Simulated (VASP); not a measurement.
MgO, 2 atoms in the cell. It takes space group Imm2 (No. 44, orthorhombic). The conventional cell has a = 3.147 Å, b = 3.308 Å, c = 4.564 Å, α = 90.00°, β = 90.00°, γ = 90.00°. Within 2.6 Å of Mg (site symmetry mm2) lie 4 O at 1.97 to 1.99 Å. O (site symmetry mm2) has 4 Mg at 1.97 to 1.99 Å within 2.6 Å.  This cell differs from its parent crystal: shear xy strain +5.0%.

| Property | Result |
| --- | --- |
| Program | VASP 6.6.1 |
| Task | single point |
| Functional | PBE |
| Potentials or basis | VASP PAW PBE potentials, release 64 (Mg, O) |
| Cutoff | 520 eV |
| k mesh | 10 × 10 × 10 |
| Occupations | fermi-dirac, width 0.02 eV |
| Spin | no spin polarisation |
| Dipole correction | no |
| Further INCAR settings | ALGO = Normal; EDIFF = 1e-07; NBANDS = 11 |

Potentials or basis: VASP PAW PBE potentials, release 64 (Mg, O).

The run is started by

```sh
$ cat potpaw_PBE.64/Mg/POTCAR potpaw_PBE.64/O/POTCAR > POTCAR
$ mpirun -np 1 vasp_std > vasp.out
```

Hardware: 1 thread of Intel(R) Xeon(R) Platinum 8259CL CPU @ 2.50GHz (Skylake/Cascade Lake) (shared host).

**Question.** How long does it take, and how much memory?

**Answer.** Wall time 43 s on 1 thread of Intel(R) Xeon(R) Platinum 8259CL CPU @ 2.50GHz (Skylake/Cascade Lake), on a shared host, peak memory 0.18 GiB. Counts: scf iterations 13, k points 171.
